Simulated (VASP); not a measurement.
Write the native input for VASP 6.6.1 that does the following.

```
Task                   : relaxation of cell and atoms
Functional             : PBE
Potentials or basis    : VASP PAW PBE potentials, release 64 (Zn, B)
Cutoff                 : 600 eV
k mesh                 : 6 × 6 × 6
Occupations            : gaussian, width 0.1 eV
Spin                   : no spin polarisation
Dipole correction      : no
Further INCAR settings : ALGO = Fast; EDIFF = 1e-06; IBRION = 2; EDIFFG = -0.04; NSW = 90; ISIF = 3
```

The structure of Zn2B lies in POSCAR:

```
Zn2B
1.0
    0.0000000000      2.7454704300      2.7454704300
    2.7454704300      0.0000000000      2.7454704300
    2.7454704300      2.7454704300      0.0000000000
Zn B
2 1
Direct
    0.2500000000      0.2500000000      0.2500000000
    0.7500000000      0.7500000000      0.7500000000
    0.5000000000      0.5000000000      0.5000000000
```

The cell was built from a structure type or drawn by symmetry, and may not be a known phase.

These files were run (other wordings do the same):

INCAR

```
SYSTEM = Zn2B
PREC     = Accurate       ! precision mode
ENCUT    = 600            ! plane-wave cutoff, eV
EDIFF    = 1E-6           ! SCF threshold, eV
ISMEAR   = 0              ! smearing method
SIGMA    = 0.1            ! smearing width, eV
LREAL    = .False.        ! projectors in reciprocal space
LASPH    = .True.         ! aspherical terms in the spheres
NELM     = 60             ! most SCF steps
ALGO     = Fast           ! electronic algorithm
ISIF     = 3              ! what is computed and relaxed
LWAVE    = .False.        ! write WAVECAR
LCHARG   = .False.        ! write CHGCAR
GGA      = PE             ! functional
IBRION   = 2              ! ionic algorithm
NSW      = 90             ! ionic steps
EDIFFG   = -0.04          ! ionic threshold
```

KPOINTS

```
Automatic mesh
0
Gamma
  6 6 6
  0 0 0
```

Potentials or basis: VASP PAW PBE potentials, release 64 (Zn, B).

Launch:

```bash
$ cat potpaw_PBE.64/Zn/POTCAR potpaw_PBE.64/B/POTCAR > POTCAR
$ mpirun -np 1 vasp_std > vasp.out
```

It gave:

| Quantity | Value |
| --- | --- |
| Relaxed volume | 12.37 Å³/atom |
| Relaxed cell | a = 3.744 Å, b = 3.744 Å, c = 3.744 Å, α = 60.00°, β = 60.00°, γ = 60.00° |
| Space group after relaxing (to 0.1 Å) | Fm-3m (No. 225) |
| Energy gained by relaxing | 47.2 meV/atom |
| Ionic steps | 3 |
| Pressure after relaxing | 0.0 GPa |
| Band gap on the k mesh | zero (an odd number of electrons rules out a gap without spin polarisation) |

It took 55 s on 1 thread of Intel Xeon 8259CL (shared host), peak memory 0.19 GiB.
